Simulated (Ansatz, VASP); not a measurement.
Two plane-wave programs on SbSe

```
Sb Se
1.0
     5.06317    0.00000    0.00000
    -2.53159    4.38484    0.00000
     0.00000    0.00000    5.93222
Sb Se
2 2
Cartesian
  0.0000 2.9232 -0.3473
  2.5316 1.4616 2.6188
  0.0000 2.9232 2.6140
  2.5316 1.4616 5.5801
```

Alike in both runs: functional PBE; k mesh 6 × 6 × 4; occupations gaussian, width 0.1 eV; no spin polarisation.

Ansatz relaxed the structure, and its values are those at the end. VASP's run is a single point on that final structure, the one shown.

|  | VASP | Ansatz |
| --- | --- | --- |
| version | VASP 6.6.1 | Ansatz 0.2.0 |
| potentials or method | VASP PAW PBE potentials, release 64 (Sb, Se), cutoff 520 eV | scalar-relativistic, plane waves, PAW |
| valence electrons in the cell | 22 | 62 |

```tsv
	VASP	Ansatz	Ansatz less VASP
gap on the k mesh at the Fermi level (eV)	none	none	-
pressure (GPa)	0.1	0.1	+0.07
rms of the force components (eV/Å)	0.004	0.004	-0.0001
```

A gap of «none» marks a metal or a gap that the smearing closes. With one functional, cell and mesh, what is left measures potentials, basis and numerics. VASP's potentials hold 22 valence electrons a cell and Ansatz's 62, so a difference there can come from the potentials and not from the codes.

Spin-orbit coupling is off throughout.
